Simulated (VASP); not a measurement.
A run of VASP 6.6.1:

File INCAR:

```
PREC = Accurate
ENCUT = 600
EDIFF = 1E-6
ISMEAR = 0
SIGMA = 0.1
LREAL = F
LASPH = T
NELM = 120
ALGO = Normal
ISIF = 2
LWAVE = F
LCHARG = F
GGA = PS
NBANDS = 10
GGA_COMPAT = F
```

The input KPOINTS:

```
Automatic mesh
0
Gamma
  8 8 8
```

The input POSCAR:

```
Os
1.0
    0.0000000000      1.9513486409      1.9513486409
    1.9513486409      0.0000000000      1.9513486409
    1.9513486409      1.9513486409      0.0000000000
Os
1
Direct
    0.0000000000      0.0000000000      0.0000000000
```

Potentials or basis: VASP PAW PBE potentials, release 64 (Os).

The run is started by

```bash
$ cat potpaw_PBE.64/Os/POTCAR > POTCAR
$ mpirun -np 1 vasp_std > vasp.out
```

Hardware: 1 thread of Intel Xeon 8259CL, on a shared host.

Q: How long does it take, and how much memory?

A: Wall time 13 s on 1 thread of Intel Xeon 8259CL (shared host), peak memory 0.14 GiB. Counts: scf iterations 12, k points 29.
